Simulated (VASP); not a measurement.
# BN in VASP: single point with PBE+D3(BJ)

Aim: the single point of BN with PBE+D3(BJ).

Everything below comes from runs of VASP 6.6.1. Logs are shortened: lines on timing, memory, paths and dates and some standing lists are left out, and cuts for length are marked.

## 1. The cell of the first run

The cell holds a sheet with vacuum, 8 atoms: a = 5.007 Å, b = 2.482 Å, c = 31.395 Å, α = 90.00°, β = 90.00°, γ = 119.47°.

## 2. Single point, PBE+D3(BJ)

Contents of INCAR:

```
  PREC = Accurate
  ENCUT = 520
  EDIFF = 1E-7
  ISMEAR = 0
  SIGMA = 0.1
  LREAL = False
  LASPH = True
  NELM = 100
  ALGO = Normal
  ISIF = 2
  LWAVE = False
  LCHARG = True
  LDIPOL = True
  IDIPOL = 3
  DIPOL = 0.5 0.5 0.287
  GGA = PE
  IVDW = 12
  LELF = True
  LVHAR = True
  LVACPOTAV = True
  NBANDS = 26
```

Contents of KPOINTS:

```
Automatic mesh
0
Gamma
  6 6 1
```

Contents of POSCAR:

```
BN
1.0
    5.0069979820      0.0354942930      0.0000000000
   -1.2363796014      2.1526309887      0.0000000000
    0.0000000000      0.0000000000     31.3945434400
B N
4 4
Direct
    0.0270302078      0.0233662877      0.2334866728
    0.4966131101      0.0412850176      0.2339365224
    0.3294099782      0.3333226606      0.3398260623
    0.8340737907      0.3464105492      0.3401424576
    0.3255521117      0.2834726088      0.2325629104
    0.8269293595      0.2957869254      0.2314963171
   -0.0091432257      0.0044921737      0.3396309385
    0.5028680010      0.0051971103      0.3423102854
```

Potentials or basis: VASP PAW PBE potentials, release 64 (B, N).

The run is started by

```console
$ cat potpaw_PBE.64/B/POTCAR potpaw_PBE.64/N/POTCAR > POTCAR
$ mpirun -np 1 vasp_std > vasp.out
```

OUTCAR:

```text
PREC = Accurate
   ENCUT = 520
   EDIFF = 1E-7
   ISMEAR = 0
   LREAL = False
   LASPH = True
   NELM = 100
   ISIF = 2
   GGA = PE
   IVDW = 12
 IVDW          = 12

 ion  position               nearest neighbor table
   1  0.027  0.023  0.233-   5 1.30   6 1.46   6 1.58
   2  0.497  0.041  0.234-   5 1.27   6 1.45   5 1.64
   3  0.329  0.333  0.340-   8 1.46   8 1.46   7 1.48
   4  0.834  0.346  0.340-   7 1.41   7 1.42   8 1.45
   5  0.326  0.283  0.233-   2 1.27   1 1.30   2 1.64
   6  0.827  0.296  0.231-   2 1.45   1 1.46   1 1.58
   7  0.991  0.004  0.340-   4 1.41   4 1.42   3 1.48
   8  0.503  0.005  0.342-   4 1.45   3 1.46   3 1.46

  Warning from LATTYP: Monoclinic adjustment (A1->A3, A2->A1, A3->A2)!
  Warning from LATTYP: Got some problem with cell dimensions!
  Tried to take original basis but could not verify dimensions!
  LATTYP: Found a simple monoclinic cell.
 ALAT       =     2.4824291918
 B/A-ratio  =    12.6467024896
 C/A-ratio  =     1.7561526708
 COS(beta)  =    -0.0044640265

  Lattice vectors:

 A1 = (  -1.2363796014,   2.1526309887,   0.0000000000)
 A2 = (   0.0000000000,   0.0000000000, -31.3945434400)
 A3 = (  -3.7706183806,  -2.1881252817,   0.0000000000)

Analysis of symmetry for initial positions (statically):
=====================================================================
 Subroutine PRICEL returns:
 Original cell was already a primitive cell.

 Routine SETGRP: Setting up the symmetry group for a
 simple monoclinic supercell.

 Subroutine GETGRP returns: Found  1 space group operations
 (whereof  1 operations were pure point group operations)
 out of a pool of  4 trial point group operations.

The static configuration has the point symmetry C_1 .

Analysis of symmetry for dynamics (positions and initial velocities):
=====================================================================
 Subroutine PRICEL returns:
 Original cell was already a primitive cell.

 Routine SETGRP: Setting up the symmetry group for a
 simple monoclinic supercell.

 Subroutine GETGRP returns: Found  1 space group operations
 (whereof  1 operations were pure point group operations)
 out of a pool of  4 trial point group operations.

The dynamic configuration has the point symmetry C_1 .

 Subroutine INISYM returns: Found  1 space group operations
 (whereof  1 operations are pure point group operations),
 and found     1 'primitive' translations

----------------------------------------------------------------------------------------

                                     Primitive cell

  volume of cell :     339.7550

  direct lattice vectors                    reciprocal lattice vectors
     5.006997982  0.035494293  0.000000000     0.198910591  0.114245776  0.000000000
    -1.236379601  2.152630989  0.000000000    -0.003279796  0.462664029  0.000000000
     0.000000000  0.000000000 31.394543440     0.000000000  0.000000000  0.031852669

  length of vectors
     5.007123789  2.482429192 31.394543440     0.229385092  0.462675654  0.031852669

  position of ions in fractional coordinates (direct lattice)
     0.027030208  0.023366288  0.233486673
     0.496613110  0.041285018  0.233936522
     0.329409978  0.333322661  0.339826062
     0.834073791  0.346410549  0.340142458
     0.325552112  0.283472609  0.232562910
     0.826929359  0.295786925  0.231496317
     0.990856774  0.004492174  0.339630939
     0.502868001  0.005197110  0.342310285

  ion indices of the primitive-cell ions
   primitive index   ion index
                 1           1
                 2           2
                 3           3
                 4           4
                 5           5
                 6           6
                 7           7
                 8           8

----------------------------------------------------------------------------------------

 KPOINTS: Automatic mesh

Automatic generation of k-mesh.
 Grid dimensions read from file:
 generate k-points for:    6    6    1

 Generating k-lattice:

  Cartesian coordinates                     Fractional coordinates (reciprocal lattice)
     0.033151765  0.019040963  0.000000000     0.166666667  0.000000000  0.000000000
    -0.000546633  0.077110672  0.000000000     0.000000000  0.166666667  0.000000000
     0.000000000  0.000000000  0.031852669     0.000000000  0.000000000  1.000000000

  Length of vectors
     0.038230849  0.077112609  0.031852669

  Shift w.r.t. Gamma in fractional coordinates (k-lattice)
     0.000000000  0.000000000  0.000000000

 Subroutine IBZKPT returns following result:
 ===========================================

 Found     20 irreducible k-points:

 Following reciprocal coordinates:
            Coordinates               Weight
  0.000000  0.000000  0.000000      1.000000
  0.166667 -0.000000  0.000000      2.000000
  0.333333  0.000000  0.000000      2.000000
  0.500000 -0.000000  0.000000      1.000000
 -0.000000  0.166667  0.000000      2.000000
  0.166667  0.166667  0.000000      2.000000
[... 12 lines left out ...]
  0.333333  0.500000  0.000000      2.000000
  0.500000  0.500000  0.000000      1.000000
   k-points           NKPTS =     20   k-points in BZ     NKDIM =     20   number of bands    NBANDS=     26
   number of dos      NEDOS =    301   number of ions     NIONS =      8
   total plane-waves  NPLWV = 172800
   dimension x,y,z NGX =    40 NGY =   18 NGZ =  240
   dimension x,y,z NGXF=    80 NGYF=   36 NGZF=  480
   ions per type =               4   4
   NGX,Y,Z   is equivalent  to a cutoff of  13.28, 12.05, 12.71 a.u.
   NGXF,Y,Z  is equivalent  to a cutoff of  26.56, 24.11, 25.42 a.u.
 SYSTEM =  unknown system
   PREC   = accura    normal or accurate (medium, high low for compatibility)
   ISTART =      0    job   : 0-new  1-cont  2-samecut
   ICHARG =      2    charge: 1-file 2-atom 10-const
   ISPIN  =      1    spin polarized calculation?
   LNONCOLLINEAR =      F non collinear calculations
   LSORBIT =      F    spin-orbit coupling
   LASPH  =      T    aspherical Exc in radial PAW
   ENCUT  =  520.0 eV  38.22 Ry    6.18 a.u.   9.31  4.62 58.37*2*pi/ulx,y,z
   NELM   =    100;   NELMIN=  2; NELMDL= -5     # of ELM steps
   EDIFF  = 0.1E-06   stopping-criterion for ELM
   LREAL  =      F    real-space projection
   EDIFFG = 0.1E-05   stopping-criterion for IOM
   NSW    =      0    number of steps for IOM
   IBRION =     -1    ionic relax: 0-MD 1-quasi-New 2-CG
   NFREE  =      0    steps in history (QN), initial steepest desc. (CG)
   ISIF   =      2    stress and relaxation
   ISYM   =      2    0-nonsym 1-usesym 2-fastsym
   POTIM  = 0.5000    time-step for ionic-motion
   TEBEG  =    0.0;   TEEND  =   0.0 temperature during run
   PSTRESS=    0.0 pullay stress
   NELECT =      32.0000    total number of electrons
   NUPDOWN=      -1.0000    fix difference up-down
   EMIN   =  10.00;   EMAX   =-10.00  energy-range for DOS
   EFERMI =   0.00;   METHOD = LEGACY
   ISMEAR =     0;   SIGMA  =   0.10  broadening in eV -4-tet -1-fermi 0-gaus
   EFERMI_NEDOS =   21; number of points for ismear=-14 and -15
   IALGO  =     38    algorithm
   IMIX   =      4    mixing-type and parameters
     AMIX     =   0.40;   BMIX     =  1.00
     AMIX_MAG =   1.60;   BMIX_MAG =  1.00
  volume/ion in A,a.u.               =      42.47       286.60
  Fermi-wavevector in a.u.,A,eV,Ry     =   0.744851  1.407565  7.548558  0.554803
  Thomas-Fermi vector in A             =   1.840300
   LORBIT       =      0    0 simple, 1 ext, 2 COOP (PROOUT), +10 PAW based schemes
   GGA     = PE    functional components
   LHFCALC =     F    Hartree Fock is set to
   AEXX    =    0.0000 exact exchange contribution
   IVDW    =    12    specifies the selected vdW correction
   LEPSILON=     F    determine dielectric tensor
   LRPA    =     F    only Hartree local field effects (RPA)
 non-spin polarized calculation
 Gauss-broadening in eV      SIGMA  =   0.10
  energy-cutoff  :      520.00
  volume of cell :      339.75
 maximum number of plane-waves:      9204
 NGX is ok and might be reduce to    40
   NGX = 19   NGY =  9   NGZ =117

 number of electron      31.9999999 magnetization

 dipolmoment           0.000000      0.000000     -0.012498 electrons x Angstroem

 Free energy of the ion-electron system (eV)
  ---------------------------------------------------
  ext. energy  EPLUGINS =         0.00000000
  ---------------------------------------------------
  free energy    TOTEN  =       -68.55016514 eV

  energy without entropy =      -68.55016514  energy(sigma->0) =      -68.55016514

 E-fermi :  -2.9955     XC(G=0):  -2.4216

 val. band max:       -3.5136936689   @ k =   0.0000   0.0000   0.0000
 cond. band min:      -0.0915644494   @ k =   0.0000   0.0000   0.0000
 fundamental gap:      3.4221292195
 Fermi energy:        -2.9955427025

 k-point     1 :       0.0000    0.0000    0.0000
  band No.  band energies     occupation
      1     -22.1514      2.00000
      2     -21.9760      2.00000
      3     -18.9404      2.00000
      4     -18.8686      2.00000
      5     -13.3489      2.00000
      6     -13.2175      2.00000
[... 18 lines left out ...]
     25       3.0215      0.00000
     26       3.8569      0.00000

 k-point     2 :       0.1667   -0.0000    0.0000
  band No.  band energies     occupation
      1     -22.0496      2.00000
      2     -21.8502      2.00000
      3     -19.3022      2.00000
      4     -19.1541      2.00000
      5     -12.8665      2.00000
      6     -12.6329      2.00000
[... 18 lines left out ...]
     25       3.2392      0.00000
     26       3.9989      0.00000

 k-point     3 :       0.3333    0.0000    0.0000
  band No.  band energies     occupation
      1     -21.7959      2.00000
      2     -21.4776      2.00000
      3     -20.0616      2.00000
      4     -19.7230      2.00000
      5     -11.7326      2.00000
      6     -11.2181      2.00000
[... 18 lines left out ...]
     25       3.8388      0.00000
     26       3.9240      0.00000

 k-point     4 :       0.5000   -0.0000    0.0000
  band No.  band energies     occupation
      1     -21.6214      2.00000
      2     -20.9925      2.00000
      3     -20.7121      2.00000
      4     -20.0350      2.00000
      5     -10.7623      2.00000
      6      -9.7096      2.00000
[... 18 lines left out ...]
     25       4.0458      0.00000
     26       4.0629      0.00000

 k-point     5 :      -0.0000    0.1667    0.0000
  band No.  band energies     occupation
      1     -21.6486      2.00000
      2     -21.4545      2.00000
      3     -19.0088      2.00000
      4     -18.8826      2.00000
      5     -12.6535      2.00000
      6     -12.3975      2.00000
[... 18 lines left out ...]
     25       3.8980      0.00000
     26       4.7341      0.00000

 k-point     6 :       0.1667    0.1667    0.0000
  band No.  band energies     occupation
      1     -21.4062      2.00000
      2     -21.0958      2.00000
      3     -19.7193      2.00000
      4     -19.4056      2.00000
      5     -11.7898      2.00000
      6     -11.2038      2.00000
[... 311 lines left out ...]
 k-point    17 :       0.0000    0.5000    0.0000
  band No.  band energies     occupation
      1     -19.7808      2.00000
      2     -19.0219      2.00000
      3     -18.7124      2.00000
      4     -17.8733      2.00000
      5     -13.4472      2.00000
      6     -13.3307      2.00000
[... 18 lines left out ...]
     25       8.3091      0.00000
     26       8.5115      0.00000

 k-point    18 :       0.1667    0.5000    0.0000
  band No.  band energies     occupation
      1     -19.7929      2.00000
      2     -19.0510      2.00000
      3     -18.7437      2.00000
      4     -17.9210      2.00000
      5     -13.2477      2.00000
      6     -13.1052      2.00000
[... 18 lines left out ...]
     25       7.7558      0.00000
     26       7.8769      0.00000

 k-point    19 :       0.3333    0.5000    0.0000
  band No.  band energies     occupation
      1     -19.8166      2.00000
      2     -19.1072      2.00000
      3     -18.8038      2.00000
      4     -18.0106      2.00000
      5     -12.7604      2.00000
      6     -12.5360      2.00000
[... 18 lines left out ...]
     25       7.4615      0.00000
     26       7.6832      0.00000

 k-point    20 :       0.5000    0.5000    0.0000
  band No.  band energies     occupation
      1     -19.8283      2.00000
      2     -19.1342      2.00000
      3     -18.8326      2.00000
      4     -18.0529      2.00000
      5     -12.4101      2.00000
      6     -12.1129      2.00000
[... 18 lines left out ...]
     25       7.5692      0.00000
     26       7.6566      0.00000

------------------------ aborting loop because EDIFF is reached ----------------------------------------

 vacuum level on the upper side and lower side of the slab       (xc-potential included)        -0.143        -0.002

 Edisp (eV)   -0.84488

 E8    (eV) :    -0.2605

  FORCE on cell =-STRESS in cart. coord.  units (eV):
  Direction    XX          YY          ZZ          XY          YZ          ZX
  --------------------------------------------------------------------------------------
  -------------------------------------------------------------------------------------
  Total      10.62960     2.26111    -0.26473    -3.17685    -0.56992     0.04636
  in kB      50.12585    10.66266    -1.24836   -14.98101    -2.68755     0.21861
  external pressure =       19.85 kB  Pullay stress =        0.00 kB

 VOLUME and BASIS-vectors are now :
 -----------------------------------------------------------------------------
  energy-cutoff  :      520.00
  volume of cell :      339.75
      direct lattice vectors                 reciprocal lattice vectors
     5.006997982  0.035494293  0.000000000     0.198910591  0.114245776  0.000000000
    -1.236379601  2.152630989  0.000000000    -0.003279796  0.462664029  0.000000000
     0.000000000  0.000000000 31.394543440     0.000000000  0.000000000  0.031852669

 POSITION                                       TOTAL-FORCE (eV/Angst)
 -----------------------------------------------------------------------------------
      0.10645      0.05126      7.33021        -7.203224     -6.072629     -0.656873
      2.43550      0.10650      7.34433         8.802830     -5.546797     -0.557017
      1.23724      0.72921     10.66868         0.214456      0.192936      0.707329
      3.74791      0.77530     10.67862        -1.024811     -0.495273      0.166089
      1.27956      0.62177      7.30121        -2.349696      8.366517      0.370822
      3.77473      0.66607      7.26772         0.741837      3.253637      0.859911
      4.95566      0.04484     10.66256         2.142951      0.728853     -0.152120
      2.51143      0.02904     10.74668        -1.324344     -0.427244     -0.738142
 -----------------------------------------------------------------------------------
    total drift:                               -0.000095      0.000531      0.000128

  FREE ENERGIE OF THE ION-ELECTRON SYSTEM (eV)
  ---------------------------------------------------
  free  energy   TOTEN  =       -69.3950461680 eV

  energy  without entropy=      -69.3950461680  energy(sigma->0) =      -69.39504617

 vacuum level on the upper side and lower side of the slab         1.649         1.858
```

Run time: 10 min. Hardware: 1 thread of Intel Xeon Platinum 8259CL at 2.50GHz (Skylake/Cascade Lake), shared host; peak memory 0.48 GiB.

What came out:

| Quantity | Value |
| --- | --- |
| Free energy | -69.3950 eV |
| Largest force | 10.420 eV/Å |
| Band gap on the k mesh | 3.42 eV, direct |
| Dispersion energy per atom | -0.106 eV |
| Ionisation potential of the upper face | 5.16 eV |

Forces on the atoms (eV/Å):
```
B   -7.203 -6.073 -0.657
B    8.803 -5.547 -0.557
B    0.214  0.193  0.707
B   -1.025 -0.495  0.166
N   -2.350  8.367  0.371
N    0.742  3.254  0.860
N    2.143  0.729 -0.152
N   -1.324 -0.427 -0.738
```

Caveat: the k points lie up to 0.48 Å⁻¹ apart.
